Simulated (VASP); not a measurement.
# CdS (P6_3mc) in VASP: single point with r2SCAN

Aim: the single point of CdS with r2SCAN.

Everything below comes from runs of VASP 6.6.1. Logs are shortened: lines on timing, memory, paths and dates and some standing lists are left out, and cuts for length are marked.

## (1) The cell of the first run

It takes space group P6_3mc (No. 186, hexagonal). The conventional cell has a = 4.163 Å, b = 4.163 Å, c = 6.765 Å, α = 90.00°, β = 90.00°, γ = 120.00°. Within 3.4 Å of Cd (site symmetry 3m) lie 4 S at 2.54 to 2.55 Å. S (site symmetry 3m) has 4 Cd at 2.54 to 2.55 Å within 3.4 Å.

## (2) Single point, r2SCAN

POSCAR

```
CdS
1.0
    4.1632551923      0.0000000000      0.0000000000
   -2.0816275961      3.6054847589      0.0000000000
    0.0000000000      0.0000000000      6.7653867251
Cd S
2 2
Direct
    0.6666666667      0.3333333333      0.5000982810
    0.3333333333      0.6666666667      0.0000982810
    0.6666666667      0.3333333333      0.8769017190
    0.3333333333      0.6666666667      0.3769017190
```

INCAR.step1

```
PREC = Accurate
ENCUT = 520
ISMEAR = 0
SIGMA = 0.02
LREAL = False
LASPH = True
NELM = 100
NBANDS = 26
GGA = PE
ALGO = Normal
EDIFF = 1E-4
LWAVE = True
LCHARG = False
```

INCAR.step2

```
PREC = Accurate
ENCUT = 520
EDIFF = 1E-6
ISMEAR = 0
SIGMA = 0.02
LREAL = False
LASPH = True
NELM = 100
ALGO = Normal
ISIF = 2
LWAVE = False
LCHARG = False
METAGGA = R2SCAN
LMIXTAU = True
NBANDS = 26
ISTART = 1
```

KPOINTS

```
Automatic mesh
0
Gamma
  6 6 4
```

Potentials or basis: VASP PAW PBE potentials, release 64 (Cd, S).

The run is started by

```console
$ cat potpaw_PBE.64/Cd/POTCAR potpaw_PBE.64/S/POTCAR > POTCAR
$ cp INCAR.step1 INCAR
$ mpirun -np 1 vasp_std > vasp.out
$ cp INCAR.step2 INCAR
$ mpirun -np 1 vasp_std > vasp.out
```

OUTCAR:

```text
PREC = Accurate
   ENCUT = 520
   EDIFF = 1E-6
   ISMEAR = 0
   LREAL = False
   LASPH = True
   NELM = 100
   ISIF = 2
   METAGGA = R2SCAN
   ISTART = 1

 ion  position               nearest neighbor table
   1  0.667  0.333  0.500-   4 2.54   4 2.54   4 2.54   3 2.55
   2  0.333  0.667  0.000-   3 2.54   3 2.54   3 2.54   4 2.55
   3  0.667  0.333  0.877-   2 2.54   2 2.54   2 2.54   1 2.55
   4  0.333  0.667  0.377-   1 2.54   1 2.54   1 2.54   2 2.55

  LATTYP: Found a hexagonal cell.
 ALAT       =     4.1632551923
 C/A-ratio  =     1.6250233081

  Lattice vectors:

 A1 = (   4.1632551923,   0.0000000000,   0.0000000000)
 A2 = (  -2.0816275961,   3.6054847589,   0.0000000000)
 A3 = (   0.0000000000,   0.0000000000,   6.7653867251)

Analysis of symmetry for initial positions (statically):
=====================================================================
 Subroutine PRICEL returns:
 Original cell was already a primitive cell.

 Routine SETGRP: Setting up the symmetry group for a
 hexagonal supercell.

 Subroutine GETGRP returns: Found 12 space group operations
 (whereof  6 operations were pure point group operations)
 out of a pool of 24 trial point group operations.

The static configuration has the point symmetry C_3v.
 The point group associated with its full space group is C_6v.

Analysis of symmetry for dynamics (positions and initial velocities):
=====================================================================
 Subroutine PRICEL returns:
 Original cell was already a primitive cell.

 Routine SETGRP: Setting up the symmetry group for a
 hexagonal supercell.

 Subroutine GETGRP returns: Found 12 space group operations
 (whereof  6 operations were pure point group operations)
 out of a pool of 24 trial point group operations.

The dynamic configuration has the point symmetry C_3v.
 The point group associated with its full space group is C_6v.

 Subroutine INISYM returns: Found 12 space group operations
 (whereof  6 operations are pure point group operations),
 and found     1 'primitive' translations

----------------------------------------------------------------------------------------

                                     Primitive cell

  volume of cell :     101.5522

  direct lattice vectors                    reciprocal lattice vectors
     4.163255192  0.000000000  0.000000000     0.240196662  0.138677607  0.000000000
    -2.081627596  3.605484759  0.000000000     0.000000000  0.277355215  0.000000000
     0.000000000  0.000000000  6.765386725     0.000000000  0.000000000  0.147811210
[... 85 lines left out ...]
   LREAL  =      F    real-space projection
   EDIFFG = 0.1E-04   stopping-criterion for IOM
   NSW    =      0    number of steps for IOM
   IBRION =     -1    ionic relax: 0-MD 1-quasi-New 2-CG
   NFREE  =      0    steps in history (QN), initial steepest desc. (CG)
   ISIF   =      2    stress and relaxation
   ISYM   =      2    0-nonsym 1-usesym 2-fastsym
   POTIM  = 0.5000    time-step for ionic-motion
   TEBEG  =    0.0;   TEEND  =   0.0 temperature during run
   PSTRESS=    0.0 pullay stress
   NELECT =      36.0000    total number of electrons
   NUPDOWN=      -1.0000    fix difference up-down
   EMIN   =  10.00;   EMAX   =-10.00  energy-range for DOS
   EFERMI =   0.00;   METHOD = LEGACY
   ISMEAR =     0;   SIGMA  =   0.02  broadening in eV -4-tet -1-fermi 0-gaus
   EFERMI_NEDOS =   21; number of points for ismear=-14 and -15
   IALGO  =     38    algorithm
   IMIX   =      4    mixing-type and parameters
     AMIX     =   0.40;   BMIX     =  1.00
     AMIX_MAG =   1.60;   BMIX_MAG =  1.00
  volume/ion in A,a.u.               =      25.39       171.33
  Fermi-wavevector in a.u.,A,eV,Ry     =   1.158633  2.189499 18.264875  1.342430
  Thomas-Fermi vector in A             =   2.295233
   LORBIT       =      0    0 simple, 1 ext, 2 COOP (PROOUT), +10 PAW based schemes
   METAGGA = R2SCAN    functional components
   LHFCALC =     F    Hartree Fock is set to
   AEXX    =    0.0000 exact exchange contribution
   IVDW    =     0    specifies the selected vdW correction
   LEPSILON=     F    determine dielectric tensor
   LRPA    =     F    only Hartree local field effects (RPA)
 non-spin polarized calculation
 Gauss-broadening in eV      SIGMA  =   0.02
  energy-cutoff  :      520.00
  volume of cell :      101.55
 maximum number of plane-waves:      2786
 NGX is ok and might be reduce to    32
   NGX = 15   NGY = 15   NGZ = 25

 number of electron      35.9999996 magnetization

 Free energy of the ion-electron system (eV)
  ---------------------------------------------------
  ext. energy  EPLUGINS =         0.00000000
  ---------------------------------------------------
  free energy    TOTEN  =       -59.38069692 eV

  energy without entropy =      -59.38069692  energy(sigma->0) =      -59.38069692

 E-fermi :   0.9831     XC(G=0):  -9.6124

 val. band max:        0.8509564907   @ k =   0.0000   0.0000   0.0000
 cond. band min:       2.4786535200   @ k =   0.0000   0.0000   0.0000
 fundamental gap:      1.6276970294
 Fermi energy:         0.9831484082

 k-point     1 :       0.0000    0.0000    0.0000
  band No.  band energies     occupation
      1     -11.8823      2.00000
      2     -11.4679      2.00000
      3      -7.0129      2.00000
      4      -7.0071      2.00000
      5      -7.0071      2.00000
      6      -6.9205      2.00000
[... 598 lines left out ...]
     25      10.6175      0.00000
     26      10.6175      0.00000

------------------------ aborting loop because EDIFF is reached ----------------------------------------

  FORCE on cell =-STRESS in cart. coord.  units (eV):
  Direction    XX          YY          ZZ          XY          YZ          ZX
  --------------------------------------------------------------------------------------
  -------------------------------------------------------------------------------------
  Total        0.2143420      0.2143420      0.2232769      0.0000000      0.0000000      0.0000000
  in kB        3.3816496      3.3816496      3.5226138      0.0000000      0.0000000      0.0000000
  external PRESSURE =       3.4286376 kB  Pullay stress =       0.0000000 kB

 VOLUME and BASIS-vectors are now :
 -----------------------------------------------------------------------------
  energy-cutoff  :      520.00
  volume of cell :      101.55
      direct lattice vectors                 reciprocal lattice vectors
     4.163255192  0.000000000  0.000000000     0.240196662  0.138677607  0.000000000
    -2.081627596  3.605484759  0.000000000     0.000000000  0.277355215  0.000000000
     0.000000000  0.000000000  6.765386725     0.000000000  0.000000000  0.147811210

 POSITION                                       TOTAL-FORCE (eV/Angst)
 -----------------------------------------------------------------------------------
      2.08163      1.20183      3.38336         0.000000     -0.000000     -0.002565
     -0.00000      2.40366      0.00066        -0.000000      0.000000     -0.002565
      2.08163      1.20183      5.93258         0.000000     -0.000000      0.002565
     -0.00000      2.40366      2.54989         0.000000      0.000000      0.002565
 -----------------------------------------------------------------------------------
    total drift:                               -0.000000      0.000000     -0.005001

  FREE ENERGIE OF THE ION-ELECTRON SYSTEM (eV)
  ---------------------------------------------------
  free  energy   TOTEN  =       -59.3806969215 eV

  energy  without entropy=      -59.3806969215  energy(sigma->0) =      -59.38069692
```

Wall time 5.1 min (1 thread of AMD EPYC 7R43 (Zen 3), shared host); peak memory 0.21 GiB.

Results:

| Item | Value |
| --- | --- |
| Free energy | -59.3807 eV |
| Pressure | 0.3 GPa |
| Band gap on the k mesh | 1.63 eV, direct |

Forces in eV/Å, atoms in the order of the input:
```
Cd   0.000  0.000 -0.003
Cd   0.000  0.000 -0.003
S    0.000  0.000  0.003
S    0.000  0.000  0.003
```

Levels at points of the mesh, in eV from the valence-band top:
| k point | band 16 | band 17 | band 18 | band 19 | band 20 | band 21 |
| --- | --- | --- | --- | --- | --- | --- |
| (0.00, 0.00, 0.00) | -0.04 | 0.00 | 0.00 | 1.63 | 3.22 | 6.99 |
| (0.50, 0.00, 0.00) | -1.85 | -1.27 | -0.74 | 4.15 | 4.25 | 5.42 |
| (0.00, 0.00, 0.50) | -0.38 | -0.38 | -0.38 | 3.27 | 3.27 | 6.62 |
| (0.50, 0.00, 0.50) | -1.33 | -1.30 | -1.30 | 3.87 | 3.87 | 5.79 |

Caveat: the PAW data sets were made with another functional, which shifts forces and pressure a little. r2SCAN opens gaps a little over a GGA but as a rule still falls short of measured ones.
